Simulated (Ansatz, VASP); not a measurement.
**Two plane-wave programs on Al6H**

```
CELL_PARAMETERS angstrom
5.71430 0.00000 0.00000
-2.85715 4.94873 0.00000
0.00000 0.00000 22.60164
ATOMIC_POSITIONS crystal
Al 0.33333 0.16667 0.17698
Al 0.33333 0.66667 0.17698
Al 0.83333 0.16667 0.17698
Al 0.83333 0.66667 0.17698
Al 0.16667 0.33333 0.27878
Al 0.16667 0.83333 0.27878
Al 0.66667 0.33333 0.27878
Al 0.66667 0.83333 0.27878
Al 0.00000 0.00000 0.38058
Al 0.00000 0.50000 0.38058
Al 0.50000 0.00000 0.38058
Al 0.50000 0.50000 0.38058
H 0.93438 0.00000 0.51331
H 0.06562 0.00000 0.51331
```

Alike in both runs: task single point; functional PBE; k mesh 6 × 6 × 1; occupations gaussian, width 0.1 eV; no spin polarisation.

|  | VASP | Ansatz |
| --- | --- | --- |
| version | VASP 6.6.1 | Ansatz 0.2.0 |
| potentials or method | VASP PAW PBE potentials, release 64 (Al, H), cutoff 520 eV | scalar-relativistic, plane waves, PAW |
| valence electrons in the cell | 38 | 38 |

|  | VASP | Ansatz | Ansatz less VASP |
| --- | --- | --- | --- |
| gap on the k mesh at the Fermi level (eV) | none | none | - |
| rms of the force components (eV/Å) | 0.022 | 0.024 | +0.0017 |

Atom by atom the forces differ by 0.003 eV/Å (rms over components). A gap of «none» marks a metal or a gap that the smearing closes. With one functional, cell and mesh, what is left measures potentials, basis and numerics. Ansatz's warnings: xc potential rough in thin density.
